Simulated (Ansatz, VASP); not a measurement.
Two plane-wave programs on Al

File INCAR:

```
PREC = Accurate ; ENCUT = 520
EDIFF = 1E-7 ; ISMEAR = 0
SIGMA = 0.15 ; LREAL = False
LASPH = True ; NELM = 60
ALGO = Fast ; ISIF = 2
LWAVE = False ; LCHARG = False
GGA = PS ; IVDW = 12
NBANDS = 14
```

KPOINTS

```
regular mesh
0
Gamma
  18 18 6
```

File POSCAR:

```
Al
1.0
    2.8178023555      0.0000000000      0.0000000000
   -1.4089011777      2.4402884227      0.0000000000
    0.0000000000      0.0000000000      9.6261764069
Al
4
Direct
    0.0000000000      0.0000000000      0.0000000000
    0.3333333333      0.6666666667      0.2500000000
    0.0000000000      0.0000000000      0.5000000000
    0.6666666667      0.3333333333      0.7500000000
```

Input for Ansatz:

```yaml
crystal:
  lattice:
    - [2.8178023555, 0.0, 0.0]
    - [-1.4089011777, 2.4402884227, 0.0]
    - [0.0, 0.0, 9.6261764069]
  atoms:
    - { symbol: Al, position: [0.0, 0.0, 0.0] }
    - { symbol: Al, position: [0.3333333333, 0.6666666667, 0.25] }
    - { symbol: Al, position: [0.0, 0.0, 0.5] }
    - { symbol: Al, position: [0.6666666667, 0.3333333333, 0.75] }
basis:
  ecutwfc: 420
kpoints:
  mp_grid: { grid: [18, 18, 6] }
hamiltonian:
  xc: pbesol
  pseudopotentials: { kind: paw, azcp: { folder: soft_1 } }
  dispersion: d3bj
scf:
  occupations: { method: gaussian, width: 0.15 }
output:
  forces: true
  stress: true
  eigenvalues: true
```

Alike in both runs: task single point; functional PBEsol; dispersion D3(BJ); k mesh 18 × 18 × 6; occupations gaussian, width 0.15 eV; no spin polarisation.

|  | VASP | Ansatz |
| --- | --- | --- |
| version | VASP 6.6.1 | Ansatz 0.2.0 |
| potentials or method | VASP PAW PBE potentials, release 64 (Al), cutoff 520 eV | scalar-relativistic, plane waves, PAW |
| valence electrons in the cell | 12 | 12 |

|  | VASP | Ansatz | Ansatz less VASP |
| --- | --- | --- | --- |
| gap on the k mesh at the Fermi level (eV) | none | none | - |
| pressure (GPa) | -4.3 | -4.4 | -0.08 |
| traceless stress, the component that is largest in VASP (GPa) | -1.85 | -1.83 | +0.017 |

VASP's potentials were made for PBE, not for PBEsol, and Ansatz warns of the same on its side. A gap of «none» marks a metal or a gap that the smearing closes.
